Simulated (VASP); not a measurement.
# SiC (P6_3mc) in VASP: a series of runs, part 2 of 2

VASP 6.6.1.

## Step 3: Single point, HSE06 (epitaxial xy strain +1.0%)

File POSCAR:

```
SiC
1.0
    3.1061098016      0.0000000000      0.0000000000
   -1.5530549008      2.6899699951      0.0000000000
    0.0000000000      0.0000000000      5.0400368703
Si C
2 2
Direct
    0.3333333333      0.6666666667     -0.0009413781
    0.6666666667      0.3333333333      0.4990586219
    0.3333333333      0.6666666667      0.3759413781
    0.6666666667      0.3333333333      0.8759413781
```

File INCAR.step1:

```
SYSTEM = SiC
  PREC = Accurate
  ENCUT = 520
  EDIFF = 1E-5
  ISMEAR = 0
  SIGMA = 0.01
  LREAL = .False.
  LASPH = .True.
  NELM = 80
  ALGO = Normal
  ISIF = 2
  LWAVE = .True.
  LCHARG = .False.
  GGA = PE
  NBANDS = 16
```

File INCAR.step2:

```
SYSTEM = SiC
  PREC = Accurate
  ENCUT = 520
  EDIFF = 1E-6
  ISMEAR = 0
  SIGMA = 0.01
  LREAL = .False.
  LASPH = .True.
  NELM = 80
  ALGO = Normal
  ISIF = 2
  LWAVE = .False.
  LCHARG = .False.
  GGA = PE
  LHFCALC = .True.
  HFSCREEN = 0.2079
  PRECFOCK = Normal
  ISTART = 1
  NBANDS = 16
```

File KPOINTS:

```
regular mesh
0
Gamma
  6 6 4
  0 0 0
```

Potentials or basis: VASP PAW PBE potentials, release 64 (Si, C).

Launch:

```
> cat potpaw_PBE.64/Si/POTCAR potpaw_PBE.64/C/POTCAR > POTCAR
> cp INCAR.step1 INCAR
> mpirun -np 1 vasp_std > vasp.out
> cp INCAR.step2 INCAR
> mpirun -np 1 vasp_std > vasp.out
```

OUTCAR:

```text
SYSTEM = SiC
   PREC = Accurate
   ENCUT = 520
   EDIFF = 1E-6
   ISMEAR = 0
   LREAL = .False.
   LASPH = .True.
   NELM = 80
   ISIF = 2
   GGA = PE
   LHFCALC = .True.
   HFSCREEN = 0.2079
   PRECFOCK = Normal
   ISTART = 1

 ion  position               nearest neighbor table
   1  0.333  0.667  0.999-   4 1.90   4 1.90   4 1.90   3 1.90   2 3.09   2 3.09   2 3.09   2 3.09
                             2 3.09   2 3.09
   2  0.667  0.333  0.499-   3 1.90   3 1.90   3 1.90   4 1.90   1 3.09   1 3.09   1 3.09   1 3.09
                             1 3.09   1 3.09
   3  0.333  0.667  0.376-   2 1.90   2 1.90   2 1.90   1 1.90
   4  0.667  0.333  0.876-   1 1.90   1 1.90   1 1.90   2 1.90

  LATTYP: Found a hexagonal cell.
 ALAT       =     3.1061098016
 C/A-ratio  =     1.6226203168

  Lattice vectors:

 A1 = (   3.1061098016,   0.0000000000,   0.0000000000)
 A2 = (  -1.5530549008,   2.6899699951,   0.0000000000)
 A3 = (   0.0000000000,   0.0000000000,   5.0400368703)

Analysis of symmetry for initial positions (statically):
=====================================================================
 Subroutine PRICEL returns:
 Original cell was already a primitive cell.

 Routine SETGRP: Setting up the symmetry group for a
 hexagonal supercell.

 Subroutine GETGRP returns: Found 12 space group operations
 (whereof  6 operations were pure point group operations)
 out of a pool of 24 trial point group operations.

The static configuration has the point symmetry C_3v.
 The point group associated with its full space group is C_6v.

Analysis of symmetry for dynamics (positions and initial velocities):
=====================================================================
 Subroutine PRICEL returns:
 Original cell was already a primitive cell.

 Routine SETGRP: Setting up the symmetry group for a
 hexagonal supercell.

[... 133 lines left out ...]
   ENCUT4O =  -1.0   cutoff for four orbital integrals eV
   NKREDX  =     1    reduce k-point grid by
   NKREDY  =     1    reduce k-point grid by
   NKREDZ  =     1    reduce k-point grid by
   AEXX    =    0.2500 exact exchange contribution
   HFSCREEN=    0.2079 screening length (either q_TF or 0.3 A-1)
   HFSCREENC=   0.2079 screening length for correlation (either q_TF or 0.3 A-1)
   ENCUTFOCK=  -1.0 apply spherical cutoff to Coloumb kernel
   IVDW    =     0    specifies the selected vdW correction
   LEPSILON=     F    determine dielectric tensor
   LRPA    =     F    only Hartree local field effects (RPA)
 non-spin polarized calculation
 Gauss-broadening in eV      SIGMA  =   0.01
  energy-cutoff  :      520.00
  volume of cell :       42.11
 maximum number of plane-waves:      1152
 NGX is ok and might be reduce to    24
  NGX = 18; NGY = 18; NGZ = 30

 number of electron      16.0000001 magnetization

 Free energy of the ion-electron system (eV)
  ---------------------------------------------------
  ext. energy  EPLUGINS =         0.00000000
  ---------------------------------------------------
  free energy    TOTEN  =       -34.80825527 eV

  energy without entropy =      -34.80825527  energy(sigma->0) =      -34.80825527

 E-fermi :   7.4976     XC(G=0):  -9.2898

 val. band max:        7.4452996089   @ k =   0.0000   0.0000   0.0000
 cond. band min:      10.7155222726   @ k =   0.3333   0.3333   0.0000
 fundamental gap:      3.2702226637
 Fermi energy:         7.4976330820

 k-point     1 :       0.0000    0.0000    0.0000
  band No.  band energies     occupation
      1      -9.5552      2.00000
      2      -5.6869      2.00000
      3      -1.9245      2.00000
      4       5.9350      2.00000
      5       5.9350      2.00000
      6       7.4242      2.00000
[... 376 lines left out ...]
      3      -0.9914      2.00000
      4      -0.9914      2.00000
      5       1.4332      2.00000
      6       1.4332      2.00000
[... 8 lines left out ...]
     15      20.3389      0.00000
     16      20.3389      0.00000

------------------------ aborting loop because EDIFF is reached ----------------------------------------

  FORCE on cell =-STRESS in cart. coord.  units (eV):
  Direction    XX          YY          ZZ          XY          YZ          ZX
  --------------------------------------------------------------------------------------
  -------------------------------------------------------------------------------------
  Total       -1.9562164     -1.9562164     -0.4994619      0.0000000     -0.0000000      0.0000000
  in kB      -74.4268317    -74.4268317    -19.0026859      0.0000000     -0.0000000      0.0000000
  external PRESSURE =     -55.9521164 kB  Pullay stress =       0.0000000 kB

 VOLUME and BASIS-vectors are now :
 -----------------------------------------------------------------------------
  energy-cutoff  :      520.00
  volume of cell :       42.11
      direct lattice vectors                 reciprocal lattice vectors
     3.106109802  0.000000000  0.000000000     0.321946120  0.185875679  0.000000000
    -1.553054901  2.689969995  0.000000000     0.000000000  0.371751358  0.000000000
     0.000000000  0.000000000  5.040036870     0.000000000  0.000000000  0.198411247

 POSITION                                       TOTAL-FORCE (eV/Angst)
 -----------------------------------------------------------------------------------
     -0.00000      1.79331      5.03529         0.000000     -0.000000     -0.023587
      1.55305      0.89666      2.51527        -0.000000      0.000000     -0.023587
     -0.00000      1.79331      1.89476        -0.000000      0.000000      0.023587
      1.55305      0.89666      4.41478         0.000000     -0.000000      0.023587
 -----------------------------------------------------------------------------------
    total drift:                                0.000000      0.000000      0.000333

  FREE ENERGIE OF THE ION-ELECTRON SYSTEM (eV)
  ---------------------------------------------------
  free  energy   TOTEN  =       -34.8082552712 eV

  energy  without entropy=      -34.8082552712  energy(sigma->0) =      -34.80825527
```

OUTCAR.step1:

```text
SYSTEM = SiC
   PREC = Accurate
   ENCUT = 520
   EDIFF = 1E-5
   ISMEAR = 0
   LREAL = .False.
   LASPH = .True.
   NELM = 80
[... 626 lines left out ...]
      1.55305      0.89666      2.51527        -0.000000     -0.000000     -0.018668
     -0.00000      1.79331      1.89476        -0.000000     -0.000000      0.018668
      1.55305      0.89666      4.41478         0.000000      0.000000      0.018668
 -----------------------------------------------------------------------------------
    total drift:                               -0.000000      0.000000      0.000526

  FREE ENERGIE OF THE ION-ELECTRON SYSTEM (eV)
  ---------------------------------------------------
  free  energy   TOTEN  =       -30.0945392643 eV

  energy  without entropy=      -30.0945392643  energy(sigma->0) =      -30.09453926
```

OSZICAR.step1:

```text
N       E                     dE             d eps       ncg     rms          rms(c)
DAV:   1     0.255351826915E+02    0.25535E+02   -0.70839E+03   672   0.892E+02
DAV:   2    -0.311373332060E+02   -0.56673E+02   -0.52410E+02   936   0.160E+02
DAV:   3    -0.337113278507E+02   -0.25740E+01   -0.25646E+01   912   0.313E+01
DAV:   4    -0.337311903938E+02   -0.19863E-01   -0.19859E-01   808   0.332E+00
DAV:   5    -0.337313988260E+02   -0.20843E-03   -0.20841E-03   912   0.319E-01    0.122E+01
DAV:   6    -0.301742117390E+02    0.35572E+01   -0.64305E+00   840   0.155E+01    0.548E+00
DAV:   7    -0.301119175014E+02    0.62294E-01   -0.10664E+00   920   0.603E+00    0.245E+00
DAV:   8    -0.300956514616E+02    0.16266E-01   -0.44701E-02   760   0.137E+00    0.614E-01
DAV:   9    -0.300941770664E+02    0.14744E-02   -0.74133E-03   864   0.582E-01    0.124E-01
DAV:  10    -0.300945116425E+02   -0.33458E-03   -0.10529E-03   776   0.186E-01    0.576E-02
DAV:  11    -0.300945380867E+02   -0.26444E-04   -0.10359E-04   816   0.714E-02    0.136E-02
DAV:  12    -0.300945392643E+02   -0.11776E-05   -0.68827E-06   528   0.169E-02
   1 F= -.30094539E+02 E0= -.30094539E+02  d E =-.575244E-13
```

Wall time 29 min (1 thread of Intel Xeon Platinum 8375C at 2.90GHz (Ice Lake), shared host); peak memory 0.27 GiB.

Results:

| Property | Result |
| --- | --- |
| Free energy | -34.8083 eV |
| Pressure | -5.6 GPa |
| Largest force | 0.024 eV/Å |
| Band gap on the k mesh | 3.27 eV (least direct gap 4.92 eV) |

Forces in eV/Å, atoms in the order of the input:
```
Si   0.000  0.000 -0.024
Si   0.000  0.000 -0.024
C    0.000  0.000  0.024
C    0.000  0.000  0.024
```

Stress tensor (GPa, compression positive):
```
-7.44  0.00  0.00
 0.00 -7.44  0.00
 0.00  0.00 -1.90
```

Levels at points of the mesh, in eV from the valence-band top:
| k point | band 4 | band 5 | band 6 | band 7 | band 8 | band 9 | band 10 | band 11 | band 12 | band 13 |
| --- | --- | --- | --- | --- | --- | --- | --- | --- | --- | --- |
| (0.00, 0.00, 0.00) | -1.51 | -1.51 | -0.02 | 0.00 | 0.00 | 5.63 | 7.45 | 7.70 | 7.70 | 8.98 |
| (0.50, 0.00, 0.00) | -6.79 | -5.85 | -3.66 | -3.44 | -1.29 | 3.63 | 5.34 | 7.98 | 8.28 | 11.61 |
| (0.00, 0.00, 0.50) | -4.70 | -0.82 | -0.82 | -0.82 | -0.82 | 6.83 | 6.83 | 8.44 | 8.44 | 8.44 |
| (0.50, 0.00, 0.50) | -8.95 | -2.68 | -2.68 | -2.44 | -2.44 | 4.29 | 4.29 | 6.35 | 6.35 | 11.81 |

Caveat: the cell differs from its parent crystal (epitaxial xy strain +1.0%); the cell stands under tension; the PAW data sets were made with another functional, which shifts forces and pressure a little.

## Step 4: Single point, HSE06 (epitaxial xy strain -1.0%)

File POSCAR:

```
SiC
1.0
    3.0446026768      0.0000000000      0.0000000000
   -1.5223013384      2.6367032626      0.0000000000
    0.0000000000      0.0000000000      5.0572608845
Si C
2 2
Direct
    0.3333333333      0.6666666667      0.0002115789
    0.6666666667      0.3333333333      0.5002115789
    0.3333333333      0.6666666667      0.3747884211
    0.6666666667      0.3333333333      0.8747884211
```

INCAR.step1: that of step 3 with these lines changed.

```diff
@@ -8,3 +8,3 @@
   LASPH = .True.
-  NELM = 80
+  NELM = 100
   ALGO = Normal
```

INCAR.step2: that of step 3 with these lines changed.

```diff
@@ -8,3 +8,3 @@
   LASPH = .True.
-  NELM = 80
+  NELM = 100
   ALGO = Normal
```

KPOINTS is that of step 3.

Launch:

```
> cat potpaw_PBE.64/Si/POTCAR potpaw_PBE.64/C/POTCAR > POTCAR
> cp INCAR.step1 INCAR
> mpirun -np 1 vasp_std > vasp.out
> cp INCAR.step2 INCAR
> mpirun -np 1 vasp_std > vasp.out
```

Wall time 41 min (1 thread of Intel Xeon 8259CL, shared host); peak memory 0.27 GiB.

The run converged. Its results:

```
Free energy            : -34.8195 eV
Pressure               : 2.8 GPa
Largest force          : 0.015 eV/Å
Band gap on the k mesh : 3.04 eV (least direct gap 5.21 eV)
```

Forces on the atoms (eV/Å):
```
Si   0.000  0.000 -0.015
Si   0.000  0.000 -0.015
C    0.000  0.000  0.015
C    0.000  0.000  0.015
```

Stress tensor (GPa, compression positive):
```
 5.14  0.00  0.00
 0.00  5.14  0.00
 0.00  0.00 -1.87
```

Levels at points of the mesh, in eV from the valence-band top:
| k point | band 6 | band 7 | band 8 | band 9 | band 10 | band 11 |
| --- | --- | --- | --- | --- | --- | --- |
| (0.00, 0.00, 0.00) | -0.24 | 0.00 | 0.00 | 6.31 | 7.42 | 8.08 |
| (0.50, 0.00, 0.00) | -3.65 | -3.61 | -1.36 | 3.84 | 5.15 | 8.25 |
| (0.00, 0.00, 0.50) | -0.76 | -0.76 | -0.76 | 7.41 | 7.41 | 8.79 |
| (0.50, 0.00, 0.50) | -2.70 | -2.67 | -2.67 | 4.25 | 4.25 | 6.40 |

Caveat: the cell differs from its parent crystal (epitaxial xy strain -1.0%); the PAW data sets were made with another functional, which shifts forces and pressure a little. A k mesh can miss the band edges.

## Step 5: Single point, HSE06 (epitaxial xy strain +4.0%)

File POSCAR:

```
SiC
1.0
    3.1983704888      0.0000000000      0.0000000000
   -1.5991852444      2.7698700940      0.0000000000
    0.0000000000      0.0000000000      5.0174184257
Si C
2 2
Direct
    0.3333333333      0.6666666667     -0.0022074564
    0.6666666667      0.3333333333      0.4977925436
    0.3333333333      0.6666666667      0.3772074564
    0.6666666667      0.3333333333      0.8772074564
```

INCAR.step1: that of step 4 with these lines changed.

```diff
@@ -13,3 +13,3 @@
   LCHARG = .False.
+  NBANDS = 16
   GGA = PE
-  NBANDS = 16
```

INCAR.step2: that of step 4 with these lines changed.

```diff
@@ -17,3 +17,3 @@
   PRECFOCK = Normal
+  NBANDS = 16
   ISTART = 1
-  NBANDS = 16
```

KPOINTS is that of step 4.

Launch:

```
> cat potpaw_PBE.64/Si/POTCAR potpaw_PBE.64/C/POTCAR > POTCAR
> cp INCAR.step1 INCAR
> mpirun -np 1 vasp_std > vasp.out
> cp INCAR.step2 INCAR
> mpirun -np 1 vasp_std > vasp.out
```

Run time: 18 min. Hardware: 1 thread of AMD EPYC 7R13 (Zen 3), shared host; peak memory 0.23 GiB.

Results (log left out):

```yaml
Free_energy: -34.5685 eV
Pressure: -15.7 GPa
Largest_force: 0.035 eV/Å
Band_gap_on_the_k_mesh: 3.13 eV (least direct gap 4.48 eV)
```

Forces in eV/Å, atoms in the order of the input:
```
Si   0.000  0.000 -0.035
Si   0.000  0.000 -0.035
C    0.000  0.000  0.035
C    0.000  0.000  0.035
```

Stress tensor (GPa, compression positive):
```
-22.61   0.00   0.00
  0.00 -22.61   0.00
  0.00   0.00  -1.91
```

Levels at points of the mesh, in eV from the valence-band top:
```tsv
k point	band 6	band 7	band 8	band 9	band 10	band 11
(0.00, 0.00, 0.00)	-0.16	-0.16	0.00	4.48	6.78	6.97
(0.50, 0.00, 0.00)	-3.84	-3.42	-1.34	3.13	5.36	7.41
(0.00, 0.00, 0.50)	-1.07	-1.07	-1.07	5.81	5.81	7.78
(0.50, 0.00, 0.50)	-2.82	-2.34	-2.34	4.06	4.06	6.15
```

Caveat: the cell differs from its parent crystal (epitaxial xy strain +4.0%); the cell stands under tension; the PAW data sets were made with another functional, which shifts forces and pressure a little. A k mesh can miss the band edges.

## Step 6: Summary

| level | cell | k mesh | grid for exact exchange (PRECFOCK) | share of exact exchange | screening parameter | gap on the mesh (eV) | pressure (GPa) | largest force (eV/Å) |
| --- | --- | --- | --- | --- | --- | --- | --- | --- |
| r2SCAN | a = 3.198, b = 3.198, c = 5.017 Å, angles 90.0, 90.0, 120.0°, 4 atoms, atomic positions A | 12 × 12 × 6 | - | - | - | 2.60 | -14.3 | - |
| HSE06 | a = 3.106, b = 3.106, c = 5.040 Å, angles 90.0, 90.0, 120.0°, 4 atoms, atomic positions B | 6 × 6 × 4 | Normal | 0.25 | 0.2079 1/Å | 3.27 | -5.6 | 0.02 |
| HSE06 | a = 3.045, b = 3.045, c = 5.057 Å, angles 90.0, 90.0, 120.0°, 4 atoms, atomic positions B | 6 × 6 × 4 | Normal | 0.25 | 0.2079 1/Å | 3.04 | 2.8 | 0.01 |
| HSE06 | a = 3.198, b = 3.198, c = 5.017 Å, angles 90.0, 90.0, 120.0°, 4 atoms, atomic positions A | 6 × 6 × 4 | Normal | 0.25 | 0.2079 1/Å | 3.13 | -15.7 | 0.03 |

Alike in all rows: task single point; potentials or basis VASP PAW PBE potentials, release 64 (Si, C); no spin polarisation; cutoff (eV) 520; smearing gaussian 0.01 eV.

Caveats: the PAW data sets were made with another functional, which shifts forces and pressure a little; the cell stands under tension (at least some runs).

Absolute energies hang on the potentials; compare differences alone.
